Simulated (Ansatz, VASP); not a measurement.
**One calculation of Ni, two programs**

File INCAR:

```
SYSTEM = Ni
PREC     = Accurate       ! precision mode
ENCUT    = 520            ! plane-wave cutoff, eV
EDIFF    = 1E-6           ! SCF threshold, eV
ISMEAR   = 0              ! smearing method
SIGMA    = 0.1            ! smearing width, eV
LREAL    = .False.        ! projectors in reciprocal space
LASPH    = .True.         ! aspherical terms in the spheres
NELM     = 150            ! most SCF steps
ALGO     = Fast           ! electronic algorithm
ISIF     = 2              ! what is computed and relaxed
LWAVE    = .False.        ! write WAVECAR
LCHARG   = .False.        ! write CHGCAR
ISPIN    = 2              ! spin polarisation
MAGMOM   = 0.75           ! initial moments
LORBIT   = 11             ! projections on sites
LMAXMIX  = 4              ! l up to which the mixer works
GGA      = PE             ! functional
NBANDS   = 15             ! bands
```

File KPOINTS:

```
regular mesh
0
Gamma
  20 20 20
  0 0 0
```

Contents of POSCAR:

```
Ni
1.0
    0.0000000000      1.7233249647      1.7233249647
    1.7233249647      0.0000000000      1.7233249647
    1.7233249647      1.7233249647      0.0000000000
Ni
1
Direct
    0.0000000000      0.0000000000      0.0000000000
```

Input for Ansatz:

```yaml
crystal:
  lattice:
    - [0.0, 1.7233249647, 1.7233249647]
    - [1.7233249647, 0.0, 1.7233249647]
    - [1.7233249647, 1.7233249647, 0.0]
  atoms:
    - { symbol: Ni, position: [0.0, 0.0, 0.0], spin: 0.75 }
basis:
  ecutwfc: 420
kpoints:
  mp_grid: { grid: [20, 20, 20] }
hamiltonian:
  xc: pbe
scf:
  occupations: { method: gaussian, width: 0.1 }
output:
  forces: true
  stress: true
  eigenvalues: true
  populations: true
magnetization:
  spin_polarized: true
```

Alike in both runs: task single point; functional PBE; k mesh 20 × 20 × 20; occupations gaussian, width 0.1 eV; collinear spin.

|  | VASP | Ansatz |
| --- | --- | --- |
| version | VASP 6.6.1 | Ansatz 0.2.0 |
| potentials or method | VASP PAW PBE potentials, release 64 (Ni), cutoff 520 eV | scalar-relativistic, plane waves, PAW |
| valence electrons in the cell | 10 | 18 |

```tsv
	VASP	Ansatz	Ansatz less VASP
gap on the k mesh at the Fermi level (eV)	none	none	-
pressure (GPa)	14.0	14.4	+0.36
net moment per atom (μB)	0.62	0.63	+0.010
size of the moment on the site where the two differ most (μB)	0.63	0.67	+0.039
```

Site moments also hang on the region over which each program counts them. A gap of «none» marks a metal or a gap that the smearing closes. VASP's potentials hold 10 valence electrons a cell and Ansatz's 18, so a difference there can come from the potentials and not from the codes.
